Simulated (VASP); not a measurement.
# WS2 (R3m) in VASP: a series of runs

The runs below take WS2 through electric field gradients, dielectric tensor, with revPBE, LDA+U.

Everything below comes from runs of VASP 6.6.1. Logs are shortened: lines on timing, memory, paths and dates and some standing lists are left out, and cuts for length are marked.

## (1) The cell of the first run

The structure is trigonal, space group R3m (No. 160). Conventional cell: a = 3.158 Å, b = 3.158 Å, c = 18.490 Å, α = 90.00°, β = 90.00°, γ = 120.00°. Within 3.2 Å of W (site symmetry 3m) lie 6 S at 2.39 to 2.42 Å and 6 W at 3.16 Å. Within 3.2 Å of S (site symmetry 3m) lie 3 W at 2.42 Å and 7 S at 3.13 to 3.16 Å. S (site symmetry 3m) has 3 W at 2.39 Å and 7 S at 3.13 to 3.16 Å within 3.2 Å.

## (2) Electric field gradients, revPBE, non-collinear spin, zero start, spin-orbit coupling

Contents of INCAR:

```
PREC = Accurate ; ENCUT = 400
EDIFF = 1E-8 ; ISMEAR = 0
SIGMA = 0.05 ; LREAL = F
LASPH = T ; NELM = 200
ALGO = Normal ; ISIF = 2
LWAVE = F ; LCHARG = F
LNONCOLLINEAR = T ; MAGMOM = 0 0 0 0 0 0 0 0 0
LORBIT = 11 ; LSORBIT = T
GGA_COMPAT = F ; LORBMOM = T
LMAXMIX = 4 ; GGA = RE
LEFG = T ; NBANDS = 39
```

Contents of KPOINTS:

```
regular mesh
0
Gamma
  10 10 10
```

Contents of POSCAR:

```
WS2
1.0
    1.5790000000      0.9116360751      6.1633333333
   -1.5790000000      0.9116360751      6.1633333333
    0.0000000000     -1.8232721501      6.1633333333
W S
1 2
Direct
    0.0000000000      0.0000000000      0.0000000000
    0.4190000000      0.4190000000      0.4190000000
    0.2497000000      0.2497000000      0.2497000000
```

Potentials or basis: VASP PAW PBE potentials, release 64 (W_sv, S).

Run with:

```
> cat potpaw_PBE.64/W_sv/POTCAR potpaw_PBE.64/S/POTCAR > POTCAR
> mpirun -np 1 vasp_ncl > vasp.out
```

OUTCAR:

```text
PREC = Accurate
   ENCUT = 400
   EDIFF = 1E-8
   ISMEAR = 0
   LREAL = F
   LASPH = T
   NELM = 200
   ISIF = 2
   LNONCOLLINEAR = T
   LORBIT = 11
   LSORBIT = T
   GGA = RE

 ion  position               nearest neighbor table
   1  0.000  0.000  0.000-   3 2.39   3 2.39   3 2.39   2 2.42   2 2.42   2 2.42
   2  0.419  0.419  0.419-   1 2.42   1 2.42   1 2.42
   3  0.250  0.250  0.250-   1 2.39   1 2.39   1 2.39

  LATTYP: Found a trigonal (rhomboedric) cell.
 ALAT       =     6.4273633094
 COS(alpha) =     0.8792940837

  Lattice vectors:

 A1 = (   1.5790000000,   0.9116360751,   6.1633333333)
 A2 = (  -1.5790000000,   0.9116360751,   6.1633333333)
 A3 = (   0.0000000000,  -1.8232721501,   6.1633333333)

Analysis of symmetry for initial positions (statically):
=====================================================================
 Subroutine PRICEL returns:
 Original cell was already a primitive cell.

 Routine SETGRP: Setting up the symmetry group for a
 trigonal (rhombohedral) supercell.

 Subroutine GETGRP returns: Found  6 space group operations
 (whereof  6 operations were pure point group operations)
 out of a pool of 12 trial point group operations.

The static configuration has the point symmetry C_3v.

Analysis of symmetry for dynamics (positions and initial velocities):
=====================================================================
 Subroutine PRICEL returns:
 Original cell was already a primitive cell.

 Routine SETGRP: Setting up the symmetry group for a
 trigonal (rhombohedral) supercell.

 Subroutine GETGRP returns: Found  6 space group operations
 (whereof  6 operations were pure point group operations)
 out of a pool of 12 trial point group operations.

The dynamic configuration has the point symmetry C_3v.

Analysis of structural, dynamic, and magnetic symmetry:
=====================================================================
 Subroutine PRICEL returns:
 Original cell was already a primitive cell.

 Routine SETGRP: Setting up the symmetry group for a
 trigonal (rhombohedral) supercell.

 Subroutine GETGRP returns: Found  6 space group operations
 (whereof  6 operations were pure point group operations)
 out of a pool of 12 trial point group operations.

The overall configuration has the point symmetry C_3v.

 Subroutine INISYM returns: Found  6 space group operations
 (whereof  6 operations are pure point group operations),
 and found     1 'primitive' translations

----------------------------------------------------------------------------------------

                                     Primitive cell

  volume of cell :      53.2317

  direct lattice vectors                    reciprocal lattice vectors
     1.579000000  0.911636075  6.163333333     0.316656111  0.182821491  0.054083288
    -1.579000000  0.911636075  6.163333333    -0.316656111  0.182821491  0.054083288
     0.000000000 -1.823272150  6.163333333     0.000000000 -0.365642982  0.054083288

  length of vectors
     6.427363309  6.427363309  6.427363309     0.369621147  0.369621147  0.369621147

  position of ions in fractional coordinates (direct lattice)
     0.000000000  0.000000000  0.000000000
     0.419000000  0.419000000  0.419000000
     0.249700000  0.249700000  0.249700000

  ion indices of the primitive-cell ions
   primitive index   ion index
                 1           1
                 2           2
                 3           3

----------------------------------------------------------------------------------------

 KPOINTS: regular mesh

Automatic generation of k-mesh.
 Grid dimensions read from file:
 generate k-points for:   10   10   10

 Generating k-lattice:

  Cartesian coordinates                     Fractional coordinates (reciprocal lattice)
     0.031665611  0.018282149  0.005408329     0.100000000  0.000000000  0.000000000
    -0.031665611  0.018282149  0.005408329     0.000000000  0.100000000  0.000000000
     0.000000000 -0.036564298  0.005408329     0.000000000  0.000000000  0.100000000

  Length of vectors
     0.036962115  0.036962115  0.036962115

  Shift w.r.t. Gamma in fractional coordinates (k-lattice)
[... 99 lines left out ...]
  ---------------------------------------------------
  ext. energy  EPLUGINS =         0.00000000
  ---------------------------------------------------
  free energy    TOTEN  =       -23.25778941 eV

  energy without entropy =      -23.25778941  energy(sigma->0) =      -23.25778941

 E-fermi :   7.9332     XC(G=0): -10.8370

 val. band max:        7.5604010873   @ k =   0.5000   0.5000   0.5000
 cond. band min:       8.5371000624   @ k =  -0.2000   0.2000   0.0000
 fundamental gap:      0.9766989752
 Fermi energy:         7.9332141970

 k-point     1 :       0.0000    0.0000    0.0000
  band No.  band energies     occupation
      1     -67.1064      1.00000
      2     -67.1064      1.00000
      3     -37.1756      1.00000
      4     -37.1756      1.00000
      5     -28.5365      1.00000
      6     -28.5365      1.00000
[... 973 lines left out ...]
     37      15.0118      0.00000
     38      15.1577      0.00000

 [... further k-points ...]

 [bands above 38 left out]

------------------------ aborting loop because EDIFF is reached ----------------------------------------

  FORCE on cell =-STRESS in cart. coord.  units (eV):
  Direction    XX          YY          ZZ          XY          YZ          ZX
  --------------------------------------------------------------------------------------
  -------------------------------------------------------------------------------------
  Total        2.1760745      2.1760745      2.3657382      0.0000000      0.0000000      0.0000000
  in kB       65.4958536     65.4958536     71.2043837      0.0000000      0.0000000      0.0000000
  external PRESSURE =      67.3986969 kB  Pullay stress =       0.0000000 kB

 VOLUME and BASIS-vectors are now :
 -----------------------------------------------------------------------------
  energy-cutoff  :      400.00
  volume of cell :       53.23
      direct lattice vectors                 reciprocal lattice vectors
     1.579000000  0.911636075  6.163333333     0.316656111  0.182821491  0.054083288
    -1.579000000  0.911636075  6.163333333    -0.316656111  0.182821491  0.054083288
     0.000000000 -1.823272150  6.163333333     0.000000000 -0.365642982  0.054083288

 POSITION                                       TOTAL-FORCE (eV/Angst)
 -----------------------------------------------------------------------------------
      0.00000      0.00000      0.00000         0.000000      0.000000      0.611567
      0.00000      0.00000      7.74731         0.000000     -0.000000     -0.030081
      0.00000      0.00000      4.61695         0.000000     -0.000000     -0.581487
 -----------------------------------------------------------------------------------
    total drift:                               -0.000000      0.000000     -0.000090

  FREE ENERGIE OF THE ION-ELECTRON SYSTEM (eV)
  ---------------------------------------------------
  free  energy   TOTEN  =       -23.2577894082 eV

  energy  without entropy=      -23.2577894082  energy(sigma->0) =      -23.25778941

 Electric field gradients (V/A^2)
---------------------------------------------------------------------
 ion       V_xx      V_yy      V_zz      V_xy      V_xz      V_yz
---------------------------------------------------------------------
   1      77.629    77.629  -155.258     0.000    -0.000    -0.000
   2      20.236    20.236   -40.473    -0.000    -0.000    -0.000
   3      24.059    24.059   -48.118     0.000     0.000    -0.000
---------------------------------------------------------------------

 Electric field gradients after diagonalization (V/A^2)
 (convention: |V_zz| > |V_xx| > |V_yy|)
----------------------------------------------------------------------
 ion       V_xx      V_yy      V_zz     asymmetry (V_yy - V_xx)/ V_zz
----------------------------------------------------------------------
   1      77.629    77.629  -155.258       0.000
   2      20.236    20.236   -40.473       0.000
   3      24.059    24.059   -48.118       0.000
----------------------------------------------------------------------

           NMR quadrupolar parameters

 Cq : quadrupolar parameter    Cq=e*Q*V_zz/h
 eta: asymmetry parameters     (V_yy - V_xx)/ V_zz
 Q  : nuclear electric quadrupole moment in mb (millibarn)
----------------------------------------------------------------------
 ion       Cq(MHz)       eta       Q (mb)
----------------------------------------------------------------------
   1      -0.375       0.000       1.000
   2      -0.098       0.000       1.000
   3      -0.116       0.000       1.000
----------------------------------------------------------------------

 orbital moment (x)

 # of ion     p       d       tot
 ----------------------------------------
  1        -0.000  -0.000  -0.000
  2        -0.000   0.000  -0.000
  3         0.000   0.000   0.000
 ----------------------------------------
            0.000  -0.000  -0.000

 orbital moment (y)

 # of ion     p       d       tot
 ----------------------------------------
  1         0.000   0.000   0.000
  2         0.000   0.000   0.000
  3        -0.000   0.000  -0.000
 ----------------------------------------
           -0.000   0.000   0.000

 orbital moment (z)

 # of ion     p       d       tot
 ----------------------------------------
  1        -0.000   0.000  -0.000
  2         0.000   0.000   0.000
  3         0.000   0.000   0.000
 ----------------------------------------
           -0.000   0.000  -0.000

 Spin-Orbit-Coupling matrix elements

 Ion:    1  E_soc:     -1.4883758
 l=   1
     0.0000000    -0.2209279    -0.2218761
    -0.2209279     0.0000000    -0.2209279
    -0.2218761    -0.2209279     0.0000000
 l=   2
     0.0000000    -0.0051098     0.0000000    -0.0051098    -0.0225915
    -0.0051098     0.0000000    -0.0165419    -0.0043416    -0.0051098
     0.0000000    -0.0165419     0.0000000    -0.0165419     0.0000000
    -0.0051098    -0.0043416    -0.0165419     0.0000000    -0.0051098
    -0.0225915    -0.0051098     0.0000000    -0.0051098     0.0000000
 l=   3
     0.0000000     0.0000000     0.0000000     0.0000000     0.0000000     0.0000000     0.0000000
     0.0000000     0.0000000     0.0000000     0.0000000     0.0000000     0.0000000     0.0000000
     0.0000000     0.0000000     0.0000000     0.0000000     0.0000000     0.0000000     0.0000000
     0.0000000     0.0000000     0.0000000     0.0000000     0.0000000     0.0000000     0.0000000
[... 29 lines left out ...]
 l=   2
     0.0000000     0.0000000     0.0000000     0.0000000     0.0000000
     0.0000000     0.0000000     0.0000000     0.0000000     0.0000000
     0.0000000     0.0000000     0.0000000     0.0000000     0.0000000
     0.0000000     0.0000000     0.0000000     0.0000000     0.0000000
     0.0000000     0.0000000     0.0000000     0.0000000     0.0000000
 l=   3
     0.0000000     0.0000000     0.0000000     0.0000000     0.0000000     0.0000000     0.0000000
     0.0000000     0.0000000     0.0000000     0.0000000     0.0000000     0.0000000     0.0000000
     0.0000000     0.0000000     0.0000000     0.0000000     0.0000000     0.0000000     0.0000000
     0.0000000     0.0000000     0.0000000     0.0000000     0.0000000     0.0000000     0.0000000
     0.0000000     0.0000000     0.0000000     0.0000000     0.0000000     0.0000000     0.0000000
     0.0000000     0.0000000     0.0000000     0.0000000     0.0000000     0.0000000     0.0000000
     0.0000000     0.0000000     0.0000000     0.0000000     0.0000000     0.0000000     0.0000000

 total charge

# of ion       s       p       d       tot
------------------------------------------
    1        2.321   6.338   3.396  12.055
    2        1.364   2.367   0.000   3.731
    3        1.362   2.384   0.000   3.746
--------------------------------------------------
tot          5.047  11.090   3.396  19.533

 magnetization (x)

# of ion       s       p       d       tot
------------------------------------------
    1        0.000   0.000  -0.000  -0.000
    2        0.000  -0.000   0.000  -0.000
    3        0.000   0.000   0.000   0.000
--------------------------------------------------
tot          0.000  -0.000  -0.000  -0.000

 magnetization (y)

# of ion       s       p       d       tot
------------------------------------------
    1       -0.000   0.000   0.000  -0.000
    2        0.000   0.000   0.000   0.000
    3        0.000   0.000   0.000   0.000
--------------------------------------------------
tot          0.000   0.000   0.000   0.000

 magnetization (z)

# of ion       s       p       d       tot
------------------------------------------
    1        0.000   0.000   0.000   0.000
    2        0.000   0.000   0.000   0.000
    3        0.000   0.000   0.000   0.000
--------------------------------------------------
tot          0.000   0.000   0.000   0.000
```

Wall time 35 min (1 thread of Intel Xeon 6975P-C (Granite Rapids), shared host); peak memory 0.79 GiB.

What came out:

- Free energy: -23.2578 eV
- Pressure: 6.7 GPa
- Largest force: 0.612 eV/Å
- Net moment: 0.00 μB per cell
- Largest electric field gradient by atom: W -155.3; S -40.5, -48.1 V/Å²
- Valence electrons inside the program's atomic spheres: W 12.05; S 3.73, 3.75

Forces on the atoms (eV/Å):
```
W    0.000  0.000  0.612
S    0.000  0.000 -0.030
S    0.000  0.000 -0.581
```

Moments on the atoms (μB; x, y, z):
```
W   0.00 0.00 0.00
S   0.00 0.00 0.00
S   0.00 0.00 0.00
```

Electric field gradients, principal values (V/Å²):
```
atom   least  middle  greatest (by size)
 1 W  77.629  77.629            -155.258
 2 S  20.236  20.236             -40.473
 3 S  24.059  24.059             -48.118
```

Caveat: the cell stands under pressure; without QUAD_EFG the Cq values of the log hold for a quadrupole moment of 1 mb, not for the nuclei; the PAW data sets were made with another functional, which shifts forces and pressure a little.

(Part 1 of 2 ends here.)
